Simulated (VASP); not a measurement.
# ZnS (P6_3mc) in VASP: a series of runs

The runs below take ZnS through single point, with r2SCAN.

Everything below comes from runs of VASP 6.6.1. Logs are shortened: lines on timing, memory, paths and dates and some standing lists are left out, and cuts for length are marked.

## 1. The cell of the first run

The structure is hexagonal, space group P6_3mc (No. 186). The conventional cell has a = 3.692 Å, b = 3.692 Å, c = 6.057 Å, α = 90.00°, β = 90.00°, γ = 120.00°. Zn (site symmetry 3m) has 4 S at 2.26 Å within 3.0 Å. Within 3.0 Å of S (site symmetry 3m) lie 4 Zn at 2.26 Å.

## 2. Single point, r2SCAN (equal strain along all axes, cell held: -3.0 %, then relaxed in part)

Input file POSCAR:

```
ZnS
1.0
    3.6923230474      0.0000000000      0.0000000000
   -1.8461615237      3.1976455580      0.0000000000
    0.0000000000      0.0000000000      6.0574587530
Zn S
2 2
Direct
    0.3333333333      0.6666666667      0.0005459392
    0.6666666667      0.3333333333      0.5005459392
    0.3333333333      0.6666666667      0.3744540608
    0.6666666667      0.3333333333      0.8744540608
```

Input file INCAR.step1:

```
ALGO = Normal
EDIFF = 1E-4
ENCUT = 520
GGA = PE
ISMEAR = 0
LASPH = True
LCHARG = False
LREAL = False
LWAVE = True
NBANDS = 26
NELM = 60
PREC = Accurate
SIGMA = 0.02
```

Input file INCAR.step2:

```
ALGO = Normal
EDIFF = 1E-6
ENCUT = 520
ISIF = 2
ISMEAR = 0
ISTART = 1
LASPH = True
LCHARG = False
LMIXTAU = True
LREAL = False
LWAVE = False
METAGGA = R2SCAN
NBANDS = 26
NELM = 60
PREC = Accurate
SIGMA = 0.02
```

Input file KPOINTS:

```
k-points
0
Gamma
  6 6 4
```

Potentials or basis: VASP PAW PBE potentials, release 64 (Zn, S).

On the command line:

```console
> cat potpaw_PBE.64/Zn/POTCAR potpaw_PBE.64/S/POTCAR > POTCAR
> cp INCAR.step1 INCAR
> mpirun -np 1 vasp_std > vasp.out
> cp INCAR.step2 INCAR
> mpirun -np 1 vasp_std > vasp.out
```

OUTCAR:

```text
EDIFF = 1E-6
   ENCUT = 520
   ISIF = 2
   ISMEAR = 0
   ISTART = 1
   LASPH = True
   LREAL = False
   METAGGA = R2SCAN
   NELM = 60
   PREC = Accurate

 ion  position               nearest neighbor table
   1  0.333  0.667  0.001-   4 2.26   4 2.26   4 2.26   3 2.26
   2  0.667  0.333  0.501-   3 2.26   3 2.26   3 2.26   4 2.26
   3  0.333  0.667  0.374-   2 2.26   2 2.26   2 2.26   1 2.26
   4  0.667  0.333  0.874-   1 2.26   1 2.26   1 2.26   2 2.26

  LATTYP: Found a hexagonal cell.
 ALAT       =     3.6923230474
 C/A-ratio  =     1.6405549231

  Lattice vectors:

 A1 = (   3.6923230474,   0.0000000000,   0.0000000000)
 A2 = (  -1.8461615237,   3.1976455580,   0.0000000000)
 A3 = (   0.0000000000,   0.0000000000,   6.0574587530)

Analysis of symmetry for initial positions (statically):
=====================================================================
 Subroutine PRICEL returns:
 Original cell was already a primitive cell.

 Routine SETGRP: Setting up the symmetry group for a
 hexagonal supercell.

 Subroutine GETGRP returns: Found 12 space group operations
 (whereof  6 operations were pure point group operations)
 out of a pool of 24 trial point group operations.

The static configuration has the point symmetry C_3v.
 The point group associated with its full space group is C_6v.

Analysis of symmetry for dynamics (positions and initial velocities):
=====================================================================
 Subroutine PRICEL returns:
 Original cell was already a primitive cell.

 Routine SETGRP: Setting up the symmetry group for a
 hexagonal supercell.

 Subroutine GETGRP returns: Found 12 space group operations
 (whereof  6 operations were pure point group operations)
 out of a pool of 24 trial point group operations.

The dynamic configuration has the point symmetry C_3v.
 The point group associated with its full space group is C_6v.

 Subroutine INISYM returns: Found 12 space group operations
 (whereof  6 operations are pure point group operations),
 and found     1 'primitive' translations

----------------------------------------------------------------------------------------

                                     Primitive cell

  volume of cell :      71.5188

[... 84 lines left out ...]
   LSORBIT =      F    spin-orbit coupling
   LASPH  =      T    aspherical Exc in radial PAW
   ENCUT  =  520.0 eV  38.22 Ry    6.18 a.u.   6.87  6.87 11.26*2*pi/ulx,y,z
   NELM   =     60;   NELMIN=  2; NELMDL=  0     # of ELM steps
   EDIFF  = 0.1E-05   stopping-criterion for ELM
   LREAL  =      F    real-space projection
   EDIFFG = 0.1E-04   stopping-criterion for IOM
   NSW    =      0    number of steps for IOM
   IBRION =     -1    ionic relax: 0-MD 1-quasi-New 2-CG
   NFREE  =      0    steps in history (QN), initial steepest desc. (CG)
   ISIF   =      2    stress and relaxation
   ISYM   =      2    0-nonsym 1-usesym 2-fastsym
   POTIM  = 0.5000    time-step for ionic-motion
   TEBEG  =    0.0;   TEEND  =   0.0 temperature during run
   PSTRESS=    0.0 pullay stress
   NELECT =      36.0000    total number of electrons
   NUPDOWN=      -1.0000    fix difference up-down
   EMIN   =  10.00;   EMAX   =-10.00  energy-range for DOS
   EFERMI =   0.00;   METHOD = LEGACY
   ISMEAR =     0;   SIGMA  =   0.02  broadening in eV -4-tet -1-fermi 0-gaus
   EFERMI_NEDOS =   21; number of points for ismear=-14 and -15
   IALGO  =     38    algorithm
   IMIX   =      4    mixing-type and parameters
     AMIX     =   0.40;   BMIX     =  1.00
     AMIX_MAG =   1.60;   BMIX_MAG =  1.00
  volume/ion in A,a.u.               =      17.88       120.66
  Fermi-wavevector in a.u.,A,eV,Ry     =   1.302273  2.460940 23.074338  1.695916
  Thomas-Fermi vector in A             =   2.433352
   LORBIT       =      0    0 simple, 1 ext, 2 COOP (PROOUT), +10 PAW based schemes
   METAGGA = R2SCAN    functional components
   LHFCALC =     F    Hartree Fock is set to
   AEXX    =    0.0000 exact exchange contribution
   IVDW    =     0    specifies the selected vdW correction
   LEPSILON=     F    determine dielectric tensor
   LRPA    =     F    only Hartree local field effects (RPA)
 non-spin polarized calculation
 Gauss-broadening in eV      SIGMA  =   0.02
  energy-cutoff  :      520.00
  volume of cell :       71.52
 maximum number of plane-waves:      1941
 NGX is ok and might be reduce to    28
   NGX = 13   NGY = 13   NGZ = 23

 number of electron      36.0000018 magnetization

 Free energy of the ion-electron system (eV)
  ---------------------------------------------------
  ext. energy  EPLUGINS =         0.00000000
  ---------------------------------------------------
  free energy    TOTEN  =       -37.54753773 eV

  energy without entropy =      -37.54753773  energy(sigma->0) =      -37.54753773

 E-fermi :   2.9177     XC(G=0): -10.7856

 val. band max:        2.8351951263   @ k =   0.0000   0.0000   0.0000
 cond. band min:       6.0731187999   @ k =   0.0000   0.0000   0.0000
 fundamental gap:      3.2379236736
 Fermi energy:         2.9177466814

 k-point     1 :       0.0000    0.0000    0.0000
  band No.  band energies     occupation
      1     -11.6329      2.00000
      2     -10.4878      2.00000
      3      -4.1290      2.00000
      4      -4.1060      2.00000
      5      -4.1060      2.00000
      6      -3.9978      2.00000
[... 598 lines left out ...]
     25      13.1279      0.00000
     26      13.1279      0.00000

------------------------ aborting loop because EDIFF is reached ----------------------------------------

  FORCE on cell =-STRESS in cart. coord.  units (eV):
  Direction    XX          YY          ZZ          XY          YZ          ZX
  --------------------------------------------------------------------------------------
  -------------------------------------------------------------------------------------
  Total        3.8655607      3.8655607      4.0180270      0.0000000      0.0000000      0.0000000
  in kB       86.5969512     86.5969512     90.0125265      0.0000000      0.0000000      0.0000000
  external PRESSURE =      87.7354763 kB  Pullay stress =       0.0000000 kB

 VOLUME and BASIS-vectors are now :
 -----------------------------------------------------------------------------
  energy-cutoff  :      520.00
  volume of cell :       71.52
      direct lattice vectors                 reciprocal lattice vectors
     3.692323047  0.000000000  0.000000000     0.270832207  0.156365048  0.000000000
    -1.846161524  3.197645558  0.000000000     0.000000000  0.312730095  0.000000000
     0.000000000  0.000000000  6.057458753     0.000000000  0.000000000  0.165085730

 POSITION                                       TOTAL-FORCE (eV/Angst)
 -----------------------------------------------------------------------------------
     -0.00000      2.13176      0.00331        -0.000000     -0.000000      0.015943
      1.84616      1.06588      3.03204         0.000000      0.000000      0.015943
     -0.00000      2.13176      2.26824         0.000000     -0.000000     -0.015943
      1.84616      1.06588      5.29697         0.000000     -0.000000     -0.015943
 -----------------------------------------------------------------------------------
    total drift:                               -0.000000     -0.000000      0.042740

  FREE ENERGIE OF THE ION-ELECTRON SYSTEM (eV)
  ---------------------------------------------------
  free  energy   TOTEN  =       -37.5475377282 eV

  energy  without entropy=      -37.5475377282  energy(sigma->0) =      -37.54753773
```

OUTCAR.step1:

```text
EDIFF = 1E-4
   ENCUT = 520
   GGA = PE
   ISMEAR = 0
[... 835 lines left out ...]
     -0.00000      2.13176      0.00331         0.000000      0.000000      0.007107
      1.84616      1.06588      3.03204        -0.000000     -0.000000      0.007107
     -0.00000      2.13176      2.26824         0.000000      0.000000     -0.007107
      1.84616      1.06588      5.29697         0.000000      0.000000     -0.007107
 -----------------------------------------------------------------------------------
    total drift:                               -0.000001     -0.000001     -0.000060

  FREE ENERGIE OF THE ION-ELECTRON SYSTEM (eV)
  ---------------------------------------------------
  free  energy   TOTEN  =       -13.3949226134 eV

  energy  without entropy=      -13.3949226134  energy(sigma->0) =      -13.39492261
```

OSZICAR.step1:

```text
N       E                     dE             d eps       ncg     rms          rms(c)
DAV:   1     0.252952234659E+03    0.25295E+03   -0.17295E+04  1092   0.173E+03
DAV:   2     0.111203526158E+02   -0.24183E+03   -0.23079E+03  1148   0.363E+02
DAV:   3    -0.136436408212E+02   -0.24764E+02   -0.24524E+02  1304   0.115E+02
DAV:   4    -0.142688605036E+02   -0.62522E+00   -0.62390E+00  1262   0.183E+01
DAV:   5    -0.142780135333E+02   -0.91530E-02   -0.91513E-02  1340   0.221E+00    0.118E+01
DAV:   6    -0.134102481056E+02    0.86777E+00   -0.16850E+00  1602   0.395E+01    0.886E+00
DAV:   7    -0.134059108995E+02    0.43372E-02   -0.15133E+00  1150   0.739E+00    0.371E+00
DAV:   8    -0.133956843274E+02    0.10227E-01   -0.37292E-02  1232   0.136E+00    0.116E+00
DAV:   9    -0.133946288582E+02    0.10555E-02   -0.14548E-02  1436   0.112E+00    0.261E-01
DAV:  10    -0.133947358791E+02   -0.10702E-03   -0.59388E-04  1254   0.335E-01    0.120E-01
DAV:  11    -0.133949252515E+02   -0.18937E-03   -0.24994E-04  1010   0.152E-01    0.840E-02
DAV:  12    -0.133949226134E+02    0.26381E-05   -0.37128E-05   592   0.121E-01
   1 F= -.13394923E+02 E0= -.13394923E+02  d E =-.179166E-25
```

It took 3.3 min on 1 thread of Intel Xeon 8259CL, shared host; peak memory 0.2 GiB.

What came out:

```
Free energy            : -37.5475 eV
Pressure               : 8.8 GPa
Largest force          : 0.016 eV/Å
Band gap on the k mesh : 3.24 eV
```

Forces on the atoms (eV/Å):
```
Zn   0.000  0.000  0.016
Zn   0.000  0.000  0.016
S    0.000  0.000 -0.016
S    0.000  0.000 -0.016
```

Caveat: the cell differs from its parent crystal (equal strain along all axes, cell held: -3.0 %, then relaxed in part); the cell stands under pressure; the PAW data sets were made with another functional, which shifts forces and pressure a little.

## 3. Single point, r2SCAN

POSCAR is that of step 2.

Input file INCAR.step1:

```
SYSTEM = ZnS
  ALGO = Normal
  EDIFF = 1E-4
  ENCUT = 520
  GGA = PE
  ISMEAR = 0
  LASPH = .TRUE.
  LCHARG = .FALSE.
  LREAL = .FALSE.
  LWAVE = .TRUE.
  NBANDS = 26
  NELM = 80
  PREC = Accurate
  SIGMA = 0.02
```

Input file INCAR.step2:

```
SYSTEM = ZnS
  ALGO = Normal
  EDIFF = 1E-6
  ENCUT = 520
  ISIF = 2
  ISMEAR = 0
  ISTART = 1
  LASPH = .TRUE.
  LCHARG = .FALSE.
  LMIXTAU = .TRUE.
  LREAL = .FALSE.
  LWAVE = .FALSE.
  METAGGA = R2SCAN
  NBANDS = 26
  NELM = 80
  PREC = Accurate
  SIGMA = 0.02
```

Input file KPOINTS:

```
k-points
0
G
  6 6 4
  0 0 0
```

Potentials or basis: VASP PAW PBE potentials, release 64 (Zn, S).

On the command line:

```console
> cat potpaw_PBE.64/Zn/POTCAR potpaw_PBE.64/S/POTCAR > POTCAR
> cp INCAR.step1 INCAR
> mpirun -np 1 vasp_std > vasp.out
> cp INCAR.step2 INCAR
> mpirun -np 1 vasp_std > vasp.out
```

Run time: 4.8 min. Hardware: 1 thread of Intel Xeon 8259CL, shared host; peak memory 0.2 GiB.

The run converged. Its results:

- Free energy: -37.5475 eV
- Pressure: 8.8 GPa
- Largest force: 0.016 eV/Å
- Band gap on the k mesh: 3.24 eV

Forces on the atoms (eV/Å):
```
Zn   0.000  0.000  0.016
Zn   0.000  0.000  0.016
S    0.000  0.000 -0.016
S    0.000  0.000 -0.016
```

Stress tensor (GPa, compression positive):
```
8.66 0.00 0.00
0.00 8.66 0.00
0.00 0.00 9.00
```

Levels at points of the mesh, in eV from the valence-band top:
```tsv
k point	band 16	band 17	band 18	band 19	band 20	band 21
(0.00, 0.00, 0.00)	-0.10	0.00	0.00	3.24	3.78	6.70
(0.50, 0.00, 0.00)	-2.67	-2.02	-1.05	3.93	5.00	5.36
(0.00, 0.00, 0.50)	-0.56	-0.56	-0.56	4.37	4.37	7.19
(0.50, 0.00, 0.50)	-1.93	-1.93	-1.93	3.95	3.95	5.58
```

Caveat: the cell stands under pressure; the PAW data sets were made with another functional, which shifts forces and pressure a little.

## 4. Single point, r2SCAN (equal strain along all axes, cell held: -2.0 %, then relaxed in part)

Input file POSCAR:

```
ZnS
1.0
    3.7303882335      0.0000000000      0.0000000000
   -1.8651941167      3.2306109762      0.0000000000
    0.0000000000      0.0000000000      6.1199067814
Zn S
2 2
Direct
    0.3333333333      0.6666666667      0.0005459392
    0.6666666667      0.3333333333      0.5005459392
    0.3333333333      0.6666666667      0.3744540608
    0.6666666667      0.3333333333      0.8744540608
```

Input file INCAR.step1:

```
  PREC = Accurate
  ENCUT = 520
  ISMEAR = 0
  SIGMA = 0.02
  LREAL = F
  LASPH = T
  NELM = 80
  NBANDS = 26
  GGA = PE
  ALGO = Normal
  EDIFF = 1E-4
  LWAVE = T
  LCHARG = F
```

Input file INCAR.step2:

```
  PREC = Accurate
  ENCUT = 520
  EDIFF = 1E-6
  ISMEAR = 0
  SIGMA = 0.02
  LREAL = F
  LASPH = T
  NELM = 80
  ALGO = Normal
  ISIF = 2
  LWAVE = F
  LCHARG = F
  METAGGA = R2SCAN
  LMIXTAU = T
  NBANDS = 26
  ISTART = 1
```

Input file KPOINTS:

```
regular mesh
0
Gamma
  6 6 4
```

Potentials or basis: VASP PAW PBE potentials, release 64 (Zn, S).

On the command line:

```console
> cat potpaw_PBE.64/Zn/POTCAR potpaw_PBE.64/S/POTCAR > POTCAR
> cp INCAR.step1 INCAR
> mpirun -np 1 vasp_std > vasp.out
> cp INCAR.step2 INCAR
> mpirun -np 1 vasp_std > vasp.out
```

OUTCAR:

```text
PREC = Accurate
   ENCUT = 520
   EDIFF = 1E-6
   ISMEAR = 0
   LREAL = F
   LASPH = T
   NELM = 80
   ISIF = 2
   METAGGA = R2SCAN
   ISTART = 1

 ion  position               nearest neighbor table
   1  0.333  0.667  0.001-   4 2.29   4 2.29   4 2.29   3 2.29
   2  0.667  0.333  0.501-   3 2.29   3 2.29   3 2.29   4 2.29
   3  0.333  0.667  0.374-   2 2.29   2 2.29   2 2.29   1 2.29
   4  0.667  0.333  0.874-   1 2.29   1 2.29   1 2.29   2 2.29

  LATTYP: Found a hexagonal cell.
 ALAT       =     3.7303882335
 C/A-ratio  =     1.6405549231

  Lattice vectors:

 A1 = (   3.7303882335,   0.0000000000,   0.0000000000)
 A2 = (  -1.8651941167,   3.2306109762,   0.0000000000)
 A3 = (   0.0000000000,   0.0000000000,   6.1199067814)

Analysis of symmetry for initial positions (statically):
=====================================================================
 Subroutine PRICEL returns:
 Original cell was already a primitive cell.

 Routine SETGRP: Setting up the symmetry group for a
 hexagonal supercell.
[... 166 lines left out ...]
  free energy    TOTEN  =       -37.64613734 eV

  energy without entropy =      -37.64613734  energy(sigma->0) =      -37.64613734

 E-fermi :   2.6404     XC(G=0): -10.6242

 val. band max:        2.5149512576   @ k =   0.0000   0.0000   0.0000
 cond. band min:       5.5983145360   @ k =   0.0000   0.0000   0.0000
 fundamental gap:      3.0833632783
 Fermi energy:         2.6404004331

 k-point     1 :       0.0000    0.0000    0.0000
  band No.  band energies     occupation
      1     -11.7016      2.00000
      2     -10.6207      2.00000
      3      -4.2938      2.00000
      4      -4.2725      2.00000
      5      -4.2725      2.00000
      6      -4.1698      2.00000
[... 598 lines left out ...]
     25      12.7930      0.00000
     26      12.7930      0.00000

------------------------ aborting loop because EDIFF is reached ----------------------------------------

  FORCE on cell =-STRESS in cart. coord.  units (eV):
  Direction    XX          YY          ZZ          XY          YZ          ZX
  --------------------------------------------------------------------------------------
  -------------------------------------------------------------------------------------
  Total        2.4983789      2.4983789      2.5894475      0.0000000      0.0000000      0.0000000
  in kB       54.2731933     54.2731933     56.2515115      0.0000000      0.0000000      0.0000000
  external PRESSURE =      54.9326327 kB  Pullay stress =       0.0000000 kB

 VOLUME and BASIS-vectors are now :
 -----------------------------------------------------------------------------
  energy-cutoff  :      520.00
  volume of cell :       73.75
      direct lattice vectors                 reciprocal lattice vectors
     3.730388233  0.000000000  0.000000000     0.268068613  0.154769486  0.000000000
    -1.865194117  3.230610976  0.000000000     0.000000000  0.309538972  0.000000000
     0.000000000  0.000000000  6.119906781     0.000000000  0.000000000  0.163401182

 POSITION                                       TOTAL-FORCE (eV/Angst)
 -----------------------------------------------------------------------------------
     -0.00000      2.15374      0.00334         0.000000     -0.000000      0.010138
      1.86519      1.07687      3.06329        -0.000000     -0.000000      0.010138
     -0.00000      2.15374      2.29162         0.000000      0.000000     -0.010138
      1.86519      1.07687      5.35158         0.000000      0.000000     -0.010138
 -----------------------------------------------------------------------------------
    total drift:                               -0.000000     -0.000001      0.052279

  FREE ENERGIE OF THE ION-ELECTRON SYSTEM (eV)
  ---------------------------------------------------
  free  energy   TOTEN  =       -37.6461373408 eV

  energy  without entropy=      -37.6461373408  energy(sigma->0) =      -37.64613734
```

Run time: 4.7 min. Hardware: 1 thread of Intel Xeon 8259CL, shared host; peak memory 0.21 GiB.

Results:

```yaml
Free_energy: -37.6461 eV
Pressure: 5.5 GPa
Largest_force: 0.010 eV/Å
Band_gap_on_the_k_mesh: 3.08 eV
```

Forces in eV/Å, atoms in the order of the input:
```
Zn   0.000  0.000  0.010
Zn   0.000  0.000  0.010
S    0.000  0.000 -0.010
S    0.000  0.000 -0.010
```

Caveat: the cell differs from its parent crystal (equal strain along all axes, cell held: -2.0 %, then relaxed in part); the cell stands under pressure; the PAW data sets were made with another functional, which shifts forces and pressure a little.

## 5. Single point, r2SCAN

This run uses another cell than the first one, of 18.44 Å³/atom.

POSCAR is that of step 4.

Input file INCAR.step1:

```
SYSTEM = ZnS
ALGO = Normal ; EDIFF = 1E-4
ENCUT = 520 ; GGA = PE
ISMEAR = 0 ; LASPH = .TRUE.
LCHARG = .FALSE. ; LREAL = .FALSE.
LWAVE = .TRUE. ; NBANDS = 26
NELM = 80 ; PREC = Accurate
SIGMA = 0.02
```

Input file INCAR.step2:

```
SYSTEM = ZnS
ALGO = Normal ; EDIFF = 1E-7
ENCUT = 520 ; ISIF = 2
ISMEAR = 0 ; ISTART = 1
LASPH = .TRUE. ; LCHARG = .FALSE.
LMIXTAU = .TRUE. ; LREAL = .FALSE.
LWAVE = .FALSE. ; METAGGA = R2SCAN
NBANDS = 26 ; NELM = 80
PREC = Accurate ; SIGMA = 0.02
```

Input file KPOINTS:

```
k-points
0
G
  6 6 4
  0 0 0
```

On the command line:

```console
> cat potpaw_PBE.64/Zn/POTCAR potpaw_PBE.64/S/POTCAR > POTCAR
> cp INCAR.step1 INCAR
> mpirun -np 1 vasp_std > vasp.out
> cp INCAR.step2 INCAR
> mpirun -np 1 vasp_std > vasp.out
```

Wall time 4.8 min (1 thread of Intel Xeon 8259CL, shared host); peak memory 0.21 GiB.

Results (log left out):

```
Free energy            : -37.6461 eV
Pressure               : 5.5 GPa
Largest force          : 0.010 eV/Å
Band gap on the k mesh : 3.08 eV
```

Forces on the atoms (eV/Å):
```
Zn   0.000  0.000  0.010
Zn   0.000  0.000  0.010
S    0.000  0.000 -0.010
S    0.000  0.000 -0.010
```

Stress tensor (GPa, compression positive):
```
5.43 0.00 0.00
0.00 5.43 0.00
0.00 0.00 5.63
```

Levels at points of the mesh, in eV from the valence-band top:
| k point | band 14 | band 15 | band 16 | band 17 | band 18 | band 19 | band 20 | band 21 | band 22 | band 23 |
| --- | --- | --- | --- | --- | --- | --- | --- | --- | --- | --- |
| (0.00, 0.00, 0.00) | -1.02 | -1.02 | -0.10 | 0.00 | 0.00 | 3.08 | 3.73 | 6.74 | 6.74 | 7.02 |
| (0.50, 0.00, 0.00) | -4.44 | -3.66 | -2.55 | -1.92 | -1.00 | 3.98 | 4.93 | 5.39 | 7.31 | 8.26 |
| (0.00, 0.00, 0.50) | -3.05 | -0.53 | -0.53 | -0.53 | -0.53 | 4.29 | 4.29 | 7.21 | 7.21 | 7.21 |
| (0.50, 0.00, 0.50) | -5.26 | -1.84 | -1.84 | -1.83 | -1.83 | 3.96 | 3.96 | 5.61 | 5.61 | 9.46 |

Caveat: the cell stands under pressure; the PAW data sets were made with another functional, which shifts forces and pressure a little.

[end of part 1 of 2]
